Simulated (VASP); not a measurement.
Here is a VASP 6.6.1 calculation.

Contents of INCAR:

```
  PREC = Accurate
  ENCUT = 520
  EDIFF = 1E-8
  ISMEAR = 0
  SIGMA = 0.01
  LREAL = F
  LASPH = T
  NELM = 100
  ALGO = Normal
  ISIF = 2
  LWAVE = F
  LCHARG = F
  GGA = PE
  IBRION = 8
  NSW = 1
  LEPSILON = T
```

File KPOINTS:

```
Automatic mesh
0
Gamma
  10 10 10
```

POSCAR

```
BP
1.0
    0.0000000000      2.2888264152      2.2888264152
    2.2888264152      0.0000000000      2.2888264152
    2.2888264152      2.2888264152      0.0000000000
B P
1 1
Direct
    0.0000000000      0.0000000000      0.0000000000
    0.7500000000      0.7500000000      0.7500000000
```

Potentials or basis: VASP PAW PBE potentials, release 64 (B, P).

The run is started by

```bash
$ cat potpaw_PBE.64/B/POTCAR potpaw_PBE.64/P/POTCAR > POTCAR
$ mpirun -np 1 vasp_std > vasp.out
```

Task: What does it give for the electronic dielectric tensor (diagonal)?

Result: 9.28.

Task: Estimate the Born charges (mean of the diagonal).

Result: B -0.41; P +0.41 e.

Task: Estimate the highest phonon frequency at Γ, LO-TO splitting left out.

Result: 783 cm⁻¹.

Phonon frequencies in cm⁻¹ (negative: imaginary):
| q point | frequencies |
| --- | --- |
| (0.000, 0.000, 0.000) | 0 0 0 783 783 783 |

Caveat: the cell wasn't relaxed at this level first, which shifts response properties.
